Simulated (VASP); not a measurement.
# AlN (F-43m) in VASP: vibrations by perturbation theory with LDA

Aim: the vibrations by perturbation theory of AlN with LDA.

Program: VASP 6.6.1. These are calculated values, not measurements. Logs are shortened: lines on timing, memory, paths and dates and some standing lists are left out, and cuts for length are marked.

## Step 1: The cell of the first run

It takes space group F-43m (No. 216, cubic). The conventional cell has a = 4.368 Å, b = 4.368 Å, c = 4.368 Å, α = 90.00°, β = 90.00°, γ = 90.00°. Within 2.5 Å of Al (site symmetry -43m) lie 4 N at 1.89 Å. Within 2.5 Å of N (site symmetry -43m) lie 4 Al at 1.89 Å.

## Step 2: Vibrations by perturbation theory, LDA

INCAR

```
SYSTEM = AlN
PREC = Accurate ; ENCUT = 520
EDIFF = 1E-8 ; ISMEAR = 0
SIGMA = 0.01 ; LREAL = .FALSE.
LASPH = .TRUE. ; NELM = 60
ALGO = Normal ; ISIF = 2
LWAVE = .FALSE. ; LCHARG = .TRUE.
IBRION = 8 ; NSW = 1
```

KPOINTS

```
regular mesh
0
G
  3 3 3
  0 0 0
```

POSCAR

```
AlN
1.0
    0.0000000000      2.1839940000      2.1839940000
    2.1839940000      0.0000000000      2.1839940000
    2.1839940000      2.1839940000      0.0000000000
Al N
1 1
Direct
    0.0000000000      0.0000000000      0.0000000000
    0.7500000000      0.7500000000      0.7500000000
```

Potentials or basis: VASP PAW LDA potentials, release 64 (Al, N).

Run with:

```sh
cat potpaw_LDA.64/Al/POTCAR potpaw_LDA.64/N/POTCAR > POTCAR
mpirun -np 1 vasp_std > vasp.out
```

OUTCAR:

```text
SYSTEM = AlN
   PREC = Accurate
   ENCUT = 520
   EDIFF = 1E-8
   ISMEAR = 0
   LREAL = .FALSE.
   LASPH = .TRUE.
   NELM = 60
   ISIF = 2
   IBRION = 8
   NSW = 1

 ion  position               nearest neighbor table
   1  0.000  0.000  0.000-   2 1.89   2 1.89   2 1.89   2 1.89
   2  0.750  0.750  0.750-   1 1.89   1 1.89   1 1.89   1 1.89

  LATTYP: Found a face centered cubic cell.
 ALAT       =     4.3679880000

  Lattice vectors:

 A1 = (   0.0000000000,   2.1839940000,   2.1839940000)
 A2 = (   2.1839940000,   0.0000000000,   2.1839940000)
 A3 = (   2.1839940000,   2.1839940000,   0.0000000000)

Analysis of symmetry for initial positions (statically):
=====================================================================
 Subroutine PRICEL returns:
 Original cell was already a primitive cell.

 Routine SETGRP: Setting up the symmetry group for a
 face centered cubic supercell.

 Subroutine GETGRP returns: Found 24 space group operations
 (whereof 24 operations were pure point group operations)
 out of a pool of 48 trial point group operations.

The static configuration has the point symmetry T_d .

Analysis of symmetry for dynamics (positions and initial velocities):
=====================================================================
 Subroutine PRICEL returns:
 Original cell was already a primitive cell.

 Routine SETGRP: Setting up the symmetry group for a
 face centered cubic supercell.

 Subroutine GETGRP returns: Found 24 space group operations
 (whereof 24 operations were pure point group operations)
 out of a pool of 48 trial point group operations.

The dynamic configuration has the point symmetry T_d .

 Subroutine INISYM returns: Found 24 space group operations
 (whereof 24 operations are pure point group operations),
 and found     1 'primitive' translations

----------------------------------------------------------------------------------------

[... 181 lines left out ...]

 VOLUME and BASIS-vectors are now :
 -----------------------------------------------------------------------------
  energy-cutoff  :      520.00
  volume of cell :       20.83
      direct lattice vectors                 reciprocal lattice vectors
     0.000000000  2.183994000  2.183994000    -0.228938358  0.228938358  0.228938358
     2.183994000  0.000000000  2.183994000     0.228938358 -0.228938358  0.228938358
     2.183994000  2.183994000  0.000000000     0.228938358  0.228938358 -0.228938358

 POSITION                                       TOTAL-FORCE (eV/Angst)
 -----------------------------------------------------------------------------------
      0.00000      0.00000      0.00000         0.000000     -0.000000     -0.000000
      3.27599      3.27599      3.27599        -0.000000      0.000000      0.000000
 -----------------------------------------------------------------------------------
    total drift:                                0.000000      0.000000      0.000000

  FREE ENERGIE OF THE ION-ELECTRON SYSTEM (eV)
  ---------------------------------------------------
  free  energy   TOTEN  =       -16.1677040386 eV

  energy  without entropy=      -16.1677040386  energy(sigma->0) =      -16.16770404

[... ionic steps 2 to 3 ...]

--------------------------------------- Ionic step        4  -------------------------------------------

------------------------ aborting loop because EDIFF is reached ----------------------------------------

[... ionic steps 5 to 6 ...]

--------------------------------------- Ionic step        7  -------------------------------------------

 Free energy of the ion-electron system (eV)
  ---------------------------------------------------
  ---------------------------------------------------
  free energy    TOTEN  =        -0.23589127 eV

  energy without entropy =       -0.23589127

------------------------ aborting loop because EDIFF is reached ----------------------------------------

 INTERNAL STRAIN TENSOR  FOR ION    2  DIRECTION 1   (eV/Angst):
 -----------------------------------------------------------------------------
     0.02534 -0.00000  0.00000
    -0.00000 -0.01312  7.84797
     0.00000  7.84797 -0.01312

 INTERNAL STRAIN TENSOR FOR ION    2 for displacements in x,y,z  (eV/Angst):
          X           Y           Z          XY          YZ          ZX
  --------------------------------------------------------------------------------
  x     0.00000     0.00000     0.00000     0.00000     7.84797     0.00000
  y     0.00000     0.00000     0.00000    -0.00000     0.00000     7.84797
  z     0.00000     0.00000     0.00000     7.84797     0.00000     0.00000

 SECOND DERIVATIVES (NOT SYMMETRIZED)
 ------------------------------------
               1X          1Y          1Z          2X          2Y          2Z
  1X   -14.520851    0.000000    0.000000   14.520851    0.000000    0.000000
  1Y     0.000000  -14.520851    0.000000    0.000000   14.520851    0.000000
  1Z     0.000000    0.000000  -14.520851    0.000000    0.000000   14.520851
  2X    14.523601    0.000000    0.000000  -14.523601    0.000000    0.000000
  2Y     0.000000   14.523601    0.000000    0.000000  -14.523601    0.000000
  2Z     0.000000    0.000000   14.523601    0.000000    0.000000  -14.523601

 Eigenvectors and eigenvalues of the dynamical matrix
 ----------------------------------------------------

   1 f  =   19.622840 THz   123.293938 2PiTHz  654.547475 cm-1    81.153507 meV
             X         Y         Z           dx          dy          dz
      0.000000  0.000000  0.000000     0.000000    0.584461    0.000000
      3.275991  3.275991  3.275991     0.000000   -0.811421    0.000000
[... 21 lines left out ...]
   6 f/i=    0.000881 THz     0.005535 2PiTHz    0.029387 cm-1     0.003644 meV
             X         Y         Z           dx          dy          dz
      0.000000  0.000000  0.000000     0.000000    0.000000    0.811421
      3.275991  3.275991  3.275991     0.000000    0.000000    0.584461

--------------------------------------------------------------------------------------------------------

 ELASTIC MODULI CONTR FROM IONIC RELAXATION (kBar)
 Direction    XX          YY          ZZ          XY          YZ          ZX
 --------------------------------------------------------------------------------
 XX          -0.0000     -0.0000     -0.0000      0.0000     -0.0000      0.0000
 YY          -0.0000     -0.0000     -0.0000      0.0000      0.0000      0.0000
 ZZ          -0.0000     -0.0000     -0.0000     -0.0000      0.0000      0.0000
 XY           0.0000      0.0000     -0.0000   -299.7538     -0.0000     -0.0000
 YZ          -0.0000      0.0000      0.0000     -0.0000   -299.7538      0.0000
 ZX           0.0000      0.0000      0.0000     -0.0000      0.0000   -299.7538
 --------------------------------------------------------------------------------
```

stdout:

```text
POSCAR found type information on POSCAR AlN
 POSCAR found :  2 types and       2 ions
 scaLAPACK will be used
 LDA part: xc-table for (Slater(with rela. corr.)+CA(PZ))
 , standard interpolation
 POSCAR, INCAR and KPOINTS ok, starting setup
 FFT: planning ... GRIDC
 FFT: planning ... GRID_SOFT
 FFT: planning ... GRID
 WAVECAR not read
 entering main loop
 Linear response reoptimize wavefunctions to high precision
 Linear response DOF=           2
 Linear response progress:
 first order change of Fermi-energy   0.44906E-01
 force on displaced ion       1 direction 1 : -14.521   0.000   0.000
 Linear response progress:
 first order change of Fermi-energy  -0.44630E-01
 force on displaced ion       2 direction 1 : -14.524  -0.000  -0.000
 Linear response finished
```

It took 10 s on 1 thread of AMD EPYC 7R43 (Zen 3), shared host; peak memory 0.09 GiB.

What came out:

```
Highest phonon frequency at Γ, LO-TO splitting left out : 655 cm⁻¹
```

Phonon frequencies in cm⁻¹ (negative: imaginary):
```
              q point        frequencies
(0.000, 0.000, 0.000)  0 0 0 655 655 655
```

Caveat: the k points lie up to 0.83 Å⁻¹ apart; the cell wasn't relaxed at this level first, which shifts response properties.
